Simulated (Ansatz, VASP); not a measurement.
One calculation of Ti, two programs

```
CELL_PARAMETERS angstrom
-1.64100 1.64100 1.64100
1.64100 -1.64100 1.64100
1.64100 1.64100 -1.64100
ATOMIC_POSITIONS crystal
Ti 0.00000 0.00000 0.00000
```

Alike in both runs: task single point; functional PBE; k mesh 11 × 11 × 11; occupations gaussian, width 0.022 eV; no spin polarisation.

|  | VASP | Ansatz |
| --- | --- | --- |
| version | VASP 6.6.1 | Ansatz 0.2.0 |
| potentials or method | VASP PAW PBE potentials, release 64 (Ti_sv), cutoff 520 eV | all-electron LAPW, scalar-relativistic |

VASP gave:

```
gap on the k mesh at the Fermi level (eV) : none
pressure (GPa)                            : -3.1
```

**Question.** Which values does Ansatz return?

**Answer.** gap on the k mesh at the Fermi level (eV): none; pressure (GPa): -2.9.

A gap of «none» marks a metal or a gap that the smearing closes. Ansatz ran all-electron here, and VASP with PAW potentials.
